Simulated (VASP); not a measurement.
# Te2Mo in VASP: notebook

The runs below take Te2Mo through single point, with r2SCAN.

Everything below comes from runs of VASP 6.6.1. Logs are shortened: lines on timing, memory, paths and dates and some standing lists are left out, and cuts for length are marked.

**1. The cell of the first run**

The cell holds a slab with vacuum, 3 atoms: a = 3.561 Å, b = 3.561 Å, c = 17.524 Å, α = 90.00°, β = 90.00°, γ = 120.00°.

**2. Single point, r2SCAN (atom 1 (Te) moved -0.600 Å along Cartesian [0 0 1])**

The input, POSCAR:

```
Te2Mo
1.0
    3.5612561764      0.0000000000      0.0000000000
   -1.7806280882      3.0841383181      0.0000000000
    0.0000000000      0.0000000000     17.5238001931
Te Mo
2 1
Direct
    0.3333333333      0.6666666667      0.8636685594
    0.3333333333      0.6666666667      0.1020922919
    0.0000000000      0.0000000000      0.0000000000
```

The input, INCAR.step1:

```
ALGO = Normal ; EDIFF = 1E-4
ENCUT = 520 ; GGA = PE
ISMEAR = 0 ; LASPH = T
LCHARG = F ; LREAL = F
LWAVE = T ; NBANDS = 20
NELM = 80 ; PREC = Accurate
SIGMA = 0.05
```

The input, INCAR.step2:

```
ALGO = Normal ; EDIFF = 1E-6
ENCUT = 520 ; ISIF = 2
ISMEAR = 0 ; ISTART = 1
LASPH = T ; LCHARG = F
LMIXTAU = T ; LREAL = F
LWAVE = F ; METAGGA = R2SCAN
NBANDS = 20 ; NELM = 80
PREC = Accurate ; SIGMA = 0.05
```

The input, KPOINTS:

```
k-points
0
Gamma
  12 12 2
```

Potentials or basis: VASP PAW PBE potentials, release 64 (Te, Mo_sv).

Command:

```
$ cat potpaw_PBE.64/Te/POTCAR potpaw_PBE.64/Mo_sv/POTCAR > POTCAR
$ cp INCAR.step1 INCAR
$ mpirun -np 1 vasp_std > vasp.out
$ cp INCAR.step2 INCAR
$ mpirun -np 1 vasp_std > vasp.out
```

OUTCAR:

```text
EDIFF = 1E-6
   ENCUT = 520
   ISIF = 2
   ISMEAR = 0
   ISTART = 1
   LASPH = T
   LREAL = F
   METAGGA = R2SCAN
   NELM = 80
   PREC = Accurate

 ion  position               nearest neighbor table
   1  0.333  0.667  0.864-   3 3.15   3 3.15   3 3.15
   2  0.333  0.667  0.102-   3 2.73   3 2.73   3 2.73
   3  0.000  0.000  0.000-   2 2.73   2 2.73   2 2.73   1 3.15   1 3.15   1 3.15

  LATTYP: Found a hexagonal cell.
 ALAT       =     3.5612561764
 C/A-ratio  =     4.9206794808

  Lattice vectors:

 A1 = (   3.5612561764,   0.0000000000,   0.0000000000)
 A2 = (  -1.7806280882,   3.0841383181,   0.0000000000)
 A3 = (   0.0000000000,   0.0000000000,  17.5238001931)

Analysis of symmetry for initial positions (statically):
=====================================================================
 Subroutine PRICEL returns:
 Original cell was already a primitive cell.

 Routine SETGRP: Setting up the symmetry group for a
 hexagonal supercell.

 Subroutine GETGRP returns: Found  6 space group operations
 (whereof  6 operations were pure point group operations)
 out of a pool of 24 trial point group operations.

The static configuration has the point symmetry C_3v.

Analysis of symmetry for dynamics (positions and initial velocities):
=====================================================================
 Subroutine PRICEL returns:
 Original cell was already a primitive cell.

 Routine SETGRP: Setting up the symmetry group for a
 hexagonal supercell.

 Subroutine GETGRP returns: Found  6 space group operations
 (whereof  6 operations were pure point group operations)
 out of a pool of 24 trial point group operations.

The dynamic configuration has the point symmetry C_3v.

 Subroutine INISYM returns: Found  6 space group operations
 (whereof  6 operations are pure point group operations),
 and found     1 'primitive' translations

----------------------------------------------------------------------------------------

                                     Primitive cell

  volume of cell :     192.4710

  direct lattice vectors                    reciprocal lattice vectors
     3.561256176  0.000000000  0.000000000     0.280799794  0.162119837  0.000000000
    -1.780628088  3.084138318  0.000000000     0.000000000  0.324239673  0.000000000
     0.000000000  0.000000000 17.523800193     0.000000000  0.000000000  0.057065248

  length of vectors
[... 81 lines left out ...]
   LASPH  =      T    aspherical Exc in radial PAW
   ENCUT  =  520.0 eV  38.22 Ry    6.18 a.u.   6.62  6.62 32.58*2*pi/ulx,y,z
   NELM   =     80;   NELMIN=  2; NELMDL=  0     # of ELM steps
   EDIFF  = 0.1E-05   stopping-criterion for ELM
   LREAL  =      F    real-space projection
   EDIFFG = 0.1E-04   stopping-criterion for IOM
   NSW    =      0    number of steps for IOM
   IBRION =     -1    ionic relax: 0-MD 1-quasi-New 2-CG
   NFREE  =      0    steps in history (QN), initial steepest desc. (CG)
   ISIF   =      2    stress and relaxation
   ISYM   =      2    0-nonsym 1-usesym 2-fastsym
   POTIM  = 0.5000    time-step for ionic-motion
   TEBEG  =    0.0;   TEEND  =   0.0 temperature during run
   PSTRESS=    0.0 pullay stress
   NELECT =      26.0000    total number of electrons
   NUPDOWN=      -1.0000    fix difference up-down
   EMIN   =  10.00;   EMAX   =-10.00  energy-range for DOS
   EFERMI =   0.00;   METHOD = LEGACY
   ISMEAR =     0;   SIGMA  =   0.05  broadening in eV -4-tet -1-fermi 0-gaus
   EFERMI_NEDOS =   21; number of points for ismear=-14 and -15
   IALGO  =     38    algorithm
   IMIX   =      4    mixing-type and parameters
     AMIX     =   0.40;   BMIX     =  1.00
     AMIX_MAG =   1.60;   BMIX_MAG =  1.00
  volume/ion in A,a.u.               =      64.16       432.95
  Fermi-wavevector in a.u.,A,eV,Ry     =   0.839997  1.587363  9.600192  0.705594
  Thomas-Fermi vector in A             =   1.954306
   LORBIT       =      0    0 simple, 1 ext, 2 COOP (PROOUT), +10 PAW based schemes
   METAGGA = R2SCAN    functional components
   LHFCALC =     F    Hartree Fock is set to
   AEXX    =    0.0000 exact exchange contribution
   IVDW    =     0    specifies the selected vdW correction
   LEPSILON=     F    determine dielectric tensor
   LRPA    =     F    only Hartree local field effects (RPA)
 non-spin polarized calculation
 Gauss-broadening in eV      SIGMA  =   0.05
  energy-cutoff  :      520.00
  volume of cell :      192.47
 maximum number of plane-waves:      5262
 NGX is ok and might be reduce to    28
   NGX = 13   NGY = 13   NGZ = 65

 number of electron      26.0000000 magnetization

 Free energy of the ion-electron system (eV)
  ---------------------------------------------------
  ext. energy  EPLUGINS =         0.00000000
  ---------------------------------------------------
  free energy    TOTEN  =       -76.44885440 eV

  energy without entropy =      -76.44885400  energy(sigma->0) =      -76.44885420

 E-fermi :   0.5080     XC(G=0):  -5.0196

 val. band max:        0.3654463179   @ k =   0.5000   0.0000   0.0000
 cond. band min:       0.6551736238   @ k =   0.1667   0.1667   0.0000
 fundamental gap:      0.2897273059
 Fermi energy:         0.5079957399

 k-point     1 :       0.0000    0.0000    0.0000
  band No.  band energies     occupation
      1     -62.6802      2.00000
      2     -36.0967      2.00000
      3     -35.9317      2.00000
      4     -35.9317      2.00000
      5     -12.5906      2.00000
      6     -11.9107      2.00000
[... 541 lines left out ...]
     19       6.0704      0.00000
     20       6.4689      0.00000

 [... further k-points ...]

------------------------ aborting loop because EDIFF is reached ----------------------------------------

  FORCE on cell =-STRESS in cart. coord.  units (eV):
  Direction    XX          YY          ZZ          XY          YZ          ZX
  --------------------------------------------------------------------------------------
  -------------------------------------------------------------------------------------
  Total       -2.6357766     -2.6357765     -8.9345751     -0.0000000      0.0000000      0.0000000
  in kB      -21.9408686    -21.9408686    -74.3736557     -0.0000000      0.0000000      0.0000000
  external PRESSURE =     -39.4184643 kB  Pullay stress =       0.0000000 kB

 VOLUME and BASIS-vectors are now :
 -----------------------------------------------------------------------------
  energy-cutoff  :      520.00
  volume of cell :      192.47
      direct lattice vectors                 reciprocal lattice vectors
     3.561256176  0.000000000  0.000000000     0.280799794  0.162119837  0.000000000
    -1.780628088  3.084138318  0.000000000     0.000000000  0.324239673  0.000000000
     0.000000000  0.000000000 17.523800193     0.000000000  0.000000000  0.057065248

 POSITION                                       TOTAL-FORCE (eV/Angst)
 -----------------------------------------------------------------------------------
     -0.00000      2.05609     15.13476         0.000000      0.000000      3.210317
     -0.00000      2.05609      1.78904        -0.000000      0.000000     -0.701361
      0.00000      0.00000      0.00000         0.000000      0.000000     -2.508957
 -----------------------------------------------------------------------------------
    total drift:                                0.000003     -0.000002      0.000103

  FREE ENERGIE OF THE ION-ELECTRON SYSTEM (eV)
  ---------------------------------------------------
  free  energy   TOTEN  =       -76.4488544038 eV

  energy  without entropy=      -76.4488540007  energy(sigma->0) =      -76.44885420
```

OUTCAR.step1:

```text
EDIFF = 1E-4
   ENCUT = 520
   GGA = PE
   ISMEAR = 0
[... 779 lines left out ...]
     -0.00000      2.05609     15.13476        -0.000000      0.000000      2.958456
     -0.00000      2.05609      1.78904         0.000000     -0.000000     -0.426222
      0.00000      0.00000      0.00000         0.000000      0.000000     -2.532233
 -----------------------------------------------------------------------------------
    total drift:                                0.000000     -0.000000     -0.000838

  FREE ENERGIE OF THE ION-ELECTRON SYSTEM (eV)
  ---------------------------------------------------
  free  energy   TOTEN  =       -16.8474870864 eV

  energy  without entropy=      -16.8473931976  energy(sigma->0) =      -16.84744014
```

OSZICAR.step1:

```text
N       E                     dE             d eps       ncg     rms          rms(c)
DAV:   1     0.126189916642E+03    0.12619E+03   -0.11425E+04  2016   0.104E+03
DAV:   2    -0.880784580106E+01   -0.13500E+03   -0.13172E+03  1976   0.218E+02
DAV:   3    -0.174537935401E+02   -0.86459E+01   -0.84808E+01  2072   0.440E+01
DAV:   4    -0.176698262227E+02   -0.21603E+00   -0.21570E+00  2076   0.711E+00
DAV:   5    -0.176723011757E+02   -0.24750E-02   -0.24748E-02  2104   0.811E-01    0.115E+01
DAV:   6    -0.176093496326E+02    0.62952E-01   -0.10900E+01  1560   0.143E+01    0.711E+00
DAV:   7    -0.173815456407E+02    0.22780E+00   -0.15498E+01  1656   0.134E+01    0.499E+00
DAV:   8    -0.168570095904E+02    0.52454E+00   -0.32573E+00  1688   0.636E+00    0.137E+00
DAV:   9    -0.168506094282E+02    0.64002E-02   -0.12304E-01  1812   0.193E+00    0.443E-01
DAV:  10    -0.168490123413E+02    0.15971E-02   -0.63387E-03  1844   0.480E-01    0.297E-01
DAV:  11    -0.168479424977E+02    0.10698E-02   -0.21168E-03  1924   0.243E-01    0.918E-02
DAV:  12    -0.168476511168E+02    0.29138E-03   -0.61743E-04  1592   0.958E-02    0.359E-02
DAV:  13    -0.168474850210E+02    0.16610E-03   -0.11489E-04  1264   0.510E-02    0.264E-02
DAV:  14    -0.168474870864E+02   -0.20654E-05   -0.51651E-05  1028   0.310E-02
   1 F= -.16847487E+02 E0= -.16847440E+02  d E =-.938888E-04
```

Wall time 20 min (1 thread of AMD EPYC 7R43 (Zen 3), shared host); peak memory 0.41 GiB.

Results:

- Free energy: -76.4489 eV
- Largest force: 3.210 eV/Å
- Band gap on the k mesh: 0.29 eV, indirect (least direct gap 0.62 eV)

Forces in eV/Å, atoms in the order of the input:
```
Te   0.000  0.000  3.210
Te   0.000  0.000 -0.701
Mo   0.000  0.000 -2.509
```

Levels at points of the mesh, in eV from the valence-band top:
```
           k point  band 10  band 11  band 12  band 13  band 14  band 15  band 16  band 17
(0.00, 0.00, 0.00)    -1.63    -0.74    -0.40    -0.40     2.44     2.44     3.19     3.19
(0.50, 0.00, 0.00)    -2.23    -2.22    -0.97     0.00     1.25     1.26     2.17     2.76
(0.00, 0.00, 0.50)    -1.63    -0.74    -0.40    -0.40     2.44     2.44     3.19     3.19
(0.50, 0.00, 0.50)    -2.23    -2.22    -0.97     0.00     1.25     1.26     2.17     2.76
```

Caveat: the cell differs from its parent crystal (atom 1 (Te) moved -0.600 Å along Cartesian [0 0 1]); the PAW data sets were made with another functional, which shifts forces and pressure a little; spin-orbit coupling is left out, which moves the levels of the heavy elements.

**3. Single point, r2SCAN (atom 1 (Te) moved +0.480 Å along Cartesian [0 0 1])**

Edit POSCAR of step 2 so:

```diff
@@ -8,3 +8,3 @@
 Direct
-    0.3333333333      0.6666666667      0.8636685594
+    0.3333333333      0.6666666667      0.9252990270
     0.3333333333      0.6666666667      0.1020922919
```

The input, INCAR.step1:

```
SYSTEM = Te2Mo
PREC = Accurate
ENCUT = 520
ISMEAR = 0
SIGMA = 0.05
LREAL = .False.
LASPH = .True.
NELM = 60
NBANDS = 20
GGA = PE
ALGO = Normal
EDIFF = 1E-4
LWAVE = .True.
LCHARG = .False.
```

The input, INCAR.step2:

```
SYSTEM = Te2Mo
PREC = Accurate
ENCUT = 520
EDIFF = 1E-7
ISMEAR = 0
SIGMA = 0.05
LREAL = .False.
LASPH = .True.
NELM = 60
ALGO = Normal
ISIF = 2
LWAVE = .False.
LCHARG = .False.
METAGGA = R2SCAN
LMIXTAU = .True.
NBANDS = 20
ISTART = 1
```

The input, KPOINTS:

```
Automatic mesh
0
Gamma
  12 12 2
  0 0 0
```

Potentials or basis: VASP PAW PBE potentials, release 64 (Te, Mo_sv).

Command:

```
$ cat potpaw_PBE.64/Te/POTCAR potpaw_PBE.64/Mo_sv/POTCAR > POTCAR
$ cp INCAR.step1 INCAR
$ mpirun -np 1 vasp_std > vasp.out
$ cp INCAR.step2 INCAR
$ mpirun -np 1 vasp_std > vasp.out
```

It took 25 min on 1 thread of AMD EPYC 7R43 (Zen 3), shared host; peak memory 0.42 GiB.

It converged, with:

* Free energy: -75.8250 eV
* Largest force: 7.989 eV/Å
* Band gap on the k mesh: zero (band 13 reaches 0.95 eV, above the bottom of band 14 at 0.18 eV)

Forces on the atoms (eV/Å):
```
Te   0.000  0.000 -7.989
Te   0.000  0.000  1.328
Mo   0.000  0.000  6.661
```

Levels at points of the mesh, in eV from the Fermi level:
```
           k point  band 10  band 11  band 12  band 13  band 14  band 15  band 16  band 17
(0.00, 0.00, 0.00)    -2.32    -2.24    -2.24     0.28     2.17     2.17     3.96     3.96
(0.50, 0.00, 0.00)    -4.05    -2.31    -1.88    -0.98     0.32     0.63     2.89     3.92
(0.00, 0.00, 0.50)    -2.32    -2.24    -2.24     0.28     2.17     2.17     3.96     3.96
(0.50, 0.00, 0.50)    -4.05    -2.31    -1.88    -0.98     0.32     0.63     2.89     3.92
```

Caveat: the cell differs from its parent crystal (atom 1 (Te) moved +0.480 Å along Cartesian [0 0 1]); the PAW data sets were made with another functional, which shifts forces and pressure a little; spin-orbit coupling is left out, which moves the levels of the heavy elements.

**4. Single point, r2SCAN (atom 1 (Te) moved -0.360 Å along Cartesian [0 0 1])**

Edit POSCAR of step 3 so:

```diff
@@ -8,3 +8,3 @@
 Direct
-    0.3333333333      0.6666666667      0.9252990270
+    0.3333333333      0.6666666667      0.8773642189
     0.3333333333      0.6666666667      0.1020922919
```

Edit INCAR.step1 of step 3 so:

```diff
@@ -7,3 +7,3 @@
 LASPH = .True.
-NELM = 60
+NELM = 100
 NBANDS = 20
```

Edit INCAR.step2 of step 3 so:

```diff
@@ -3,3 +3,3 @@
 ENCUT = 520
-EDIFF = 1E-7
+EDIFF = 1E-6
 ISMEAR = 0
@@ -8,3 +8,3 @@
 LASPH = .True.
-NELM = 60
+NELM = 100
 ALGO = Normal
```

KPOINTS is that of step 3.

Command:

```
$ cat potpaw_PBE.64/Te/POTCAR potpaw_PBE.64/Mo_sv/POTCAR > POTCAR
$ cp INCAR.step1 INCAR
$ mpirun -np 1 vasp_std > vasp.out
$ cp INCAR.step2 INCAR
$ mpirun -np 1 vasp_std > vasp.out
```

Wall time 16 min (1 thread of AMD EPYC 7R43 (Zen 3), shared host); peak memory 0.41 GiB.

It converged, with:

| Property | Result |
| --- | --- |
| Free energy | -77.1815 eV |
| Largest force | 2.761 eV/Å |
| Band gap on the k mesh | 0.91 eV, indirect (least direct gap 1.19 eV) |

Forces on the atoms (eV/Å):
```
Te   0.000  0.000  2.761
Te   0.000  0.000 -0.459
Mo   0.000  0.000 -2.302
```

Levels at points of the mesh, in eV from the valence-band top:
| k point | band 9 | band 10 | band 11 | band 12 | band 13 | band 14 | band 15 | band 16 | band 17 | band 18 |
| --- | --- | --- | --- | --- | --- | --- | --- | --- | --- | --- |
| (0.00, 0.00, 0.00) | -1.42 | -1.42 | -0.47 | -0.43 | -0.43 | 2.82 | 2.82 | 3.46 | 3.46 | 4.42 |
| (0.50, 0.00, 0.00) | -3.15 | -2.06 | -1.95 | -0.68 | -0.03 | 1.55 | 1.70 | 2.89 | 3.30 | 4.20 |
| (0.00, 0.00, 0.50) | -1.42 | -1.42 | -0.47 | -0.43 | -0.43 | 2.82 | 2.82 | 3.46 | 3.46 | 4.51 |
| (0.50, 0.00, 0.50) | -3.15 | -2.06 | -1.95 | -0.68 | -0.03 | 1.55 | 1.70 | 2.89 | 3.30 | 4.20 |

Caveat: the cell differs from its parent crystal (atom 1 (Te) moved -0.360 Å along Cartesian [0 0 1]); the PAW data sets were made with another functional, which shifts forces and pressure a little; spin-orbit coupling is left out, which moves the levels of the heavy elements.
